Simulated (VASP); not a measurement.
# Be in VASP: further runs

The runs below take Be through single point, with PBE.

All numbers are computed with VASP 6.6.1; they aren't measurements. Logs are shortened: lines on timing, memory, paths and dates and some standing lists are left out, and cuts for length are marked.

## Step 1: The cell of the first run

It takes space group P6/mmm (No. 191, hexagonal). Conventional cell: a = 2.144 Å, b = 2.144 Å, c = 2.451 Å, α = 90.00°, β = 90.00°, γ = 120.00°. Within 2.8 Å of Be (site symmetry 6/mmm) lie 8 Be at 2.14 to 2.45 Å.

The cell was built from a structure type or drawn by symmetry, and may not be a known phase.

## Step 2: Single point, PBE

INCAR reads:

```
ALGO = Normal
EDIFF = 1E-7
ENCUT = 520
GGA = PE
ISIF = 2
ISMEAR = 0
LASPH = T
LCHARG = T
LELF = T
LREAL = F
LVHAR = T
LWAVE = F
NBANDS = 7
NELM = 60
PREC = Accurate
SIGMA = 0.1
```

KPOINTS reads:

```
k-points
0
Gamma
  12 12 8
```

POSCAR reads:

```
Be
1.0
    2.1443088465      0.0000000000      0.0000000000
   -1.0721544232      1.8570259347      0.0000000000
    0.0000000000      0.0000000000      2.4505301847
Be
1
Direct
    0.0000000000      0.0000000000      0.0000000000
```

Potentials or basis: VASP PAW PBE potentials, release 64 (Be).

Launch:

```
$ cat potpaw_PBE.64/Be/POTCAR > POTCAR
$ mpirun -np 1 vasp_std > vasp.out
```

OUTCAR:

```text
EDIFF = 1E-7
   ENCUT = 520
   GGA = PE
   ISIF = 2
   ISMEAR = 0
   LASPH = T
   LREAL = F
   NELM = 60
   PREC = Accurate

 ion  position               nearest neighbor table
   1  0.000  0.000  0.000-

  LATTYP: Found a hexagonal cell.
 ALAT       =     2.1443088465
 C/A-ratio  =     1.1428065452

  Lattice vectors:

 A1 = (   2.1443088465,   0.0000000000,   0.0000000000)
 A2 = (  -1.0721544232,   1.8570259347,   0.0000000000)
 A3 = (   0.0000000000,   0.0000000000,   2.4505301847)

Analysis of symmetry for initial positions (statically):
=====================================================================
 Subroutine PRICEL returns:
 Original cell was already a primitive cell.

 Routine SETGRP: Setting up the symmetry group for a
 hexagonal supercell.

 Subroutine GETGRP returns: Found 24 space group operations
 (whereof 24 operations were pure point group operations)
 out of a pool of 24 trial point group operations.

The static configuration has the point symmetry D_6h.

Analysis of symmetry for dynamics (positions and initial velocities):
=====================================================================
 Subroutine PRICEL returns:
 Original cell was already a primitive cell.

 Routine SETGRP: Setting up the symmetry group for a
 hexagonal supercell.

 Subroutine GETGRP returns: Found 24 space group operations
 (whereof 24 operations were pure point group operations)
 out of a pool of 24 trial point group operations.

The dynamic configuration has the point symmetry D_6h.

 Subroutine INISYM returns: Found 24 space group operations
 (whereof 24 operations are pure point group operations),
 and found     1 'primitive' translations

----------------------------------------------------------------------------------------

                                     Primitive cell

  volume of cell :       9.7581

  direct lattice vectors                    reciprocal lattice vectors
     2.144308846  0.000000000  0.000000000     0.466350732  0.269247721  0.000000000
    -1.072154423  1.857025935  0.000000000     0.000000000  0.538495441  0.000000000
     0.000000000  0.000000000  2.450530185     0.000000000  0.000000000  0.408074957

  length of vectors
     2.144308846  2.144308847  2.450530185     0.538495441  0.538495441  0.408074957

  position of ions in fractional coordinates (direct lattice)
     0.000000000  0.000000000  0.000000000

  ion indices of the primitive-cell ions
   primitive index   ion index
                 1           1

----------------------------------------------------------------------------------------

 KPOINTS: k-points

Automatic generation of k-mesh.
 Grid dimensions read from file:
 generate k-points for:   12   12    8

 Generating k-lattice:

  Cartesian coordinates                     Fractional coordinates (reciprocal lattice)
     0.038862561  0.022437310  0.000000000     0.083333333 -0.000000000  0.000000000
     0.000000000  0.044874620  0.000000000     0.000000000  0.083333333  0.000000000
     0.000000000  0.000000000  0.051009370     0.000000000  0.000000000  0.125000000

  Length of vectors
     0.044874620  0.044874620  0.051009370

  Shift w.r.t. Gamma in fractional coordinates (k-lattice)
     0.000000000  0.000000000  0.000000000

 Subroutine IBZKPT returns following result:
 ===========================================

 Found     95 irreducible k-points:

 Following reciprocal coordinates:
            Coordinates               Weight
  0.000000  0.000000  0.000000      1.000000
  0.083333  0.000000  0.000000      6.000000
  0.166667  0.000000  0.000000      6.000000
  0.250000  0.000000  0.000000      6.000000
  0.333333  0.000000  0.000000      6.000000
  0.416667  0.000000  0.000000      6.000000
[... 16 lines left out ...]
  0.250000  0.000000  0.125000     12.000000
  0.333333  0.000000  0.125000     12.000000
 [... further k-points ...]
   k-points           NKPTS =     95   k-points in BZ     NKDIM =     95   number of bands    NBANDS=      7
   number of dos      NEDOS =    301   number of ions     NIONS =      1
   total plane-waves  NPLWV =   4608
   dimension x,y,z NGX =    16 NGY =   16 NGZ =   18
   dimension x,y,z NGXF=    32 NGYF=   32 NGZF=   36
   ions per type =               1
   NGX,Y,Z   is equivalent  to a cutoff of  12.40, 12.40, 12.21 a.u.
   NGXF,Y,Z  is equivalent  to a cutoff of  24.81, 24.81, 24.42 a.u.
 SYSTEM =  unknown system
   PREC   = accura    normal or accurate (medium, high low for compatibility)
   ISTART =      0    job   : 0-new  1-cont  2-samecut
   ICHARG =      2    charge: 1-file 2-atom 10-const
   ISPIN  =      1    spin polarized calculation?
   LNONCOLLINEAR =      F non collinear calculations
   LSORBIT =      F    spin-orbit coupling
   LASPH  =      T    aspherical Exc in radial PAW
   ENCUT  =  520.0 eV  38.22 Ry    6.18 a.u.   3.99  3.99  4.56*2*pi/ulx,y,z
   NELM   =     60;   NELMIN=  2; NELMDL= -5     # of ELM steps
   EDIFF  = 0.1E-06   stopping-criterion for ELM
   LREAL  =      F    real-space projection
   EDIFFG = 0.1E-05   stopping-criterion for IOM
   NSW    =      0    number of steps for IOM
   IBRION =     -1    ionic relax: 0-MD 1-quasi-New 2-CG
   NFREE  =      0    steps in history (QN), initial steepest desc. (CG)
   ISIF   =      2    stress and relaxation
   ISYM   =      2    0-nonsym 1-usesym 2-fastsym
   POTIM  = 0.5000    time-step for ionic-motion
   TEBEG  =    0.0;   TEEND  =   0.0 temperature during run
   PSTRESS=    0.0 pullay stress
   NELECT =       2.0000    total number of electrons
   NUPDOWN=      -1.0000    fix difference up-down
   EMIN   =  10.00;   EMAX   =-10.00  energy-range for DOS
   EFERMI =   0.00;   METHOD = LEGACY
   ISMEAR =     0;   SIGMA  =   0.10  broadening in eV -4-tet -1-fermi 0-gaus
   EFERMI_NEDOS =   21; number of points for ismear=-14 and -15
   IALGO  =     38    algorithm
   IMIX   =      4    mixing-type and parameters
     AMIX     =   0.40;   BMIX     =  1.00
     AMIX_MAG =   1.60;   BMIX_MAG =  1.00
  volume/ion in A,a.u.               =       9.76        65.85
  Fermi-wavevector in a.u.,A,eV,Ry     =   0.965228  1.824016 12.676061  0.931664
  Thomas-Fermi vector in A             =   2.094926
   LORBIT       =      0    0 simple, 1 ext, 2 COOP (PROOUT), +10 PAW based schemes
   GGA     = PE    functional components
   LHFCALC =     F    Hartree Fock is set to
   AEXX    =    0.0000 exact exchange contribution
   IVDW    =     0    specifies the selected vdW correction
   LEPSILON=     F    determine dielectric tensor
   LRPA    =     F    only Hartree local field effects (RPA)
 non-spin polarized calculation
 Gauss-broadening in eV      SIGMA  =   0.10
  energy-cutoff  :      520.00
  volume of cell :        9.76
 maximum number of plane-waves:       276
 NGX is ok and might be reduce to    16
   NGX =  7   NGY =  7   NGZ =  9

 number of electron       2.0000000 magnetization

 Free energy of the ion-electron system (eV)
  ---------------------------------------------------
  ext. energy  EPLUGINS =         0.00000000
  ---------------------------------------------------
  free energy    TOTEN  =        -3.26700817 eV

  energy without entropy =       -3.26626636  energy(sigma->0) =       -3.26663727

 E-fermi :   4.6280     XC(G=0):  -9.8438

 val. band max:        4.3505173515   @ k =   0.3333   0.2500   0.2500
 cond. band min:       4.6966827669   @ k =   0.1667   0.0833   0.3750
 fundamental gap:      0.3461654154
 Fermi energy:         4.6280476075

 k-point     1 :       0.0000    0.0000    0.0000
  band No.  band energies     occupation
      1      -4.7733      2.00000
      2      13.1433      0.00000
      3      19.8735      0.00000
      4      25.1931      0.00000
      5      25.1931      0.00000
      6      35.5937      0.00000
      7      35.5937      0.00000

 k-point     2 :       0.0833    0.0000    0.0000
  band No.  band energies     occupation
      1      -4.5454      2.00000
      2      13.4145      0.00000
      3      19.5459      0.00000
      4      24.3770      0.00000
      5      24.5311      0.00000
      6      32.6917      0.00000
      7      36.9483      0.00000

 k-point     3 :       0.1667    0.0000    0.0000
  band No.  band energies     occupation
      1      -3.8640      2.00000
      2      14.2195      0.00000
      3      18.0218      0.00000
      4      22.7216      0.00000
      5      23.1620      0.00000
      6      31.3233      0.00000
      7      40.1550      0.00000

 k-point     4 :       0.2500    0.0000    0.0000
  band No.  band energies     occupation
      1      -2.7402      2.00000
      2      14.8925      0.00000
      3      15.5250      0.00000
      4      21.0976      0.00000
      5      22.8156      0.00000
      6      31.0020      0.00000
      7      37.8324      0.00000

 k-point     5 :       0.3333    0.0000    0.0000
  band No.  band energies     occupation
      1      -1.2139      2.00000
      2      11.3383      0.00000
      3      17.2376      0.00000
      4      19.8359      0.00000
      5      23.4311      0.00000
      6      30.2773      0.00000
      7      33.5518      0.00000
[... 161 lines left out ...]
 k-point    22 :       0.1667    0.0000    0.1250
  band No.  band energies     occupation
      1      -3.5489      2.00000
      2      11.3602      0.00000
      3      19.8973      0.00000
      4      22.9453      0.00000
      5      24.9715      0.00000
      6      31.6056      0.00000
      7      37.5126      0.00000

 k-point    23 :       0.2500    0.0000    0.1250
  band No.  band energies     occupation
      1      -2.4226      2.00000
      2      12.0836      0.00000
      3      16.6694      0.00000
      4      21.3326      0.00000
      5      25.1064      0.00000
      6      30.7342      0.00000
      7      34.6385      0.00000

 k-point    24 :       0.3333    0.0000    0.1250
  band No.  band energies     occupation
      1      -0.8951      2.00000
      2      11.0289      0.00000
      3      15.6714      0.00000
      4      20.0771      0.00000
      5      25.4222      0.00000
      6      28.2722      0.00000
      7      33.8130      0.00000

 [... further k-points ...]

------------------------ aborting loop because EDIFF is reached ----------------------------------------

  FORCE on cell =-STRESS in cart. coord.  units (eV):
  Direction    XX          YY          ZZ          XY          YZ          ZX
  --------------------------------------------------------------------------------------
  -------------------------------------------------------------------------------------
  Total        0.0098659      0.0098659      0.0000855      0.0000000      0.0000000      0.0000000
  in kB        1.6198772      1.6198772      0.0140417      0.0000000      0.0000000      0.0000000
  external PRESSURE =       1.0845987 kB  Pullay stress =       0.0000000 kB

 VOLUME and BASIS-vectors are now :
 -----------------------------------------------------------------------------
  energy-cutoff  :      520.00
  volume of cell :        9.76
      direct lattice vectors                 reciprocal lattice vectors
     2.144308846  0.000000000  0.000000000     0.466350732  0.269247721  0.000000000
    -1.072154423  1.857025935  0.000000000     0.000000000  0.538495441  0.000000000
     0.000000000  0.000000000  2.450530185     0.000000000  0.000000000  0.408074957

 POSITION                                       TOTAL-FORCE (eV/Angst)
 -----------------------------------------------------------------------------------
      0.00000      0.00000      0.00000         0.000000      0.000000      0.000000
 -----------------------------------------------------------------------------------
    total drift:                               -0.000000      0.000000     -0.000000

  FREE ENERGIE OF THE ION-ELECTRON SYSTEM (eV)
  ---------------------------------------------------
  free  energy   TOTEN  =        -3.2670081727 eV

  energy  without entropy=       -3.2662663586  energy(sigma->0) =       -3.26663727
```

Wall time 2.5 s (1 thread of AMD EPYC 9R45 (Zen 5), shared host); peak memory 0.08 GiB.

What came out:

- Free energy: -3.2670 eV
- Pressure: 0.1 GPa
- Band gap on the k mesh: zero (bands 1 and 2 overlap by 7.39 eV)

## Step 3: Single point, PBE

This run uses another cell than the first one, of 9.82 Å³/atom.

INCAR reads:

```
SYSTEM = Be
  PREC = Accurate
  ENCUT = 520
  EDIFF = 1E-6
  ISMEAR = 0
  SIGMA = 0.1
  LREAL = .FALSE.
  LASPH = .TRUE.
  NELM = 80
  ALGO = Normal
  ISIF = 2
  LWAVE = .FALSE.
  LCHARG = .FALSE.
  GGA = PE
  NBANDS = 7
```

KPOINTS reads:

```
Automatic mesh
0
G
  6 12 6
  0 0 0
```

POSCAR reads:

```
Be
1.0
    2.0991002444      0.0000000000     -0.4276407002
    0.0000000000      2.4703382063      0.0000000000
   -0.6793853924      0.0000000000      2.0315157082
Be
1
Direct
    0.5000000000      0.0000000000      0.0000000000
```

Potentials or basis: VASP PAW PBE potentials, release 64 (Be).

Launch:

```
$ cat potpaw_PBE.64/Be/POTCAR > POTCAR
$ mpirun -np 1 vasp_std > vasp.out
```

OUTCAR:

```text
SYSTEM = Be
   PREC = Accurate
   ENCUT = 520
   EDIFF = 1E-6
   ISMEAR = 0
   LREAL = .FALSE.
   LASPH = .TRUE.
   NELM = 80
   ISIF = 2
   GGA = PE

 ion  position               nearest neighbor table
   1  0.500  0.000  0.000-

  LATTYP: Found a simple monoclinic cell.
 ALAT       =     2.1419629554
 B/A-ratio  =     1.1533057563
 C/A-ratio  =     1.0000670511
 COS(beta)  =    -0.4999144074

  Lattice vectors:

 A1 = (   1.4197148520,   0.0000000000,   1.6038750080)
[... 420 lines left out ...]
      7      33.7768      0.00000

 [... further k-points ...]

------------------------ aborting loop because EDIFF is reached ----------------------------------------

  FORCE on cell =-STRESS in cart. coord.  units (eV):
  Direction    XX          YY          ZZ          XY          YZ          ZX
  --------------------------------------------------------------------------------------
  -------------------------------------------------------------------------------------
  Total        0.0097403      0.0045664      0.0112479      0.0000000      0.0000000      0.0011717
  in kB        1.5897056      0.7452845      1.8357713      0.0000000      0.0000000      0.1912333
  external PRESSURE =       1.3902538 kB  Pullay stress =       0.0000000 kB

 VOLUME and BASIS-vectors are now :
 -----------------------------------------------------------------------------
  energy-cutoff  :      520.00
  volume of cell :        9.82
      direct lattice vectors                 reciprocal lattice vectors
     2.099100244  0.000000000 -0.427640700     0.511224601  0.000000000  0.170965218
     0.000000000  2.470338206  0.000000000     0.000000000  0.404802872  0.000000000
    -0.679385392  0.000000000  2.031515708     0.107614450  0.000000000  0.528232039

 POSITION                                       TOTAL-FORCE (eV/Angst)
 -----------------------------------------------------------------------------------
      1.04955      0.00000     -0.21382         0.000000      0.000000      0.000000
 -----------------------------------------------------------------------------------
    total drift:                               -0.000000     -0.000000      0.000000

  FREE ENERGIE OF THE ION-ELECTRON SYSTEM (eV)
  ---------------------------------------------------
  free  energy   TOTEN  =        -3.2537016746 eV

  energy  without entropy=       -3.2520860796  energy(sigma->0) =       -3.25289388
```

Wall time 2.8 s (1 thread of AMD EPYC 9R45 (Zen 5), shared host); peak memory 0.08 GiB.

Results:

```
Free energy            : -3.2537 eV
Pressure               : 0.1 GPa
Band gap on the k mesh : zero (bands 1 and 2 overlap by 7.43 eV)
```

Caveat: the k points lie up to 0.56 Å⁻¹ apart, too coarse for converged energies and pressures of a metal.
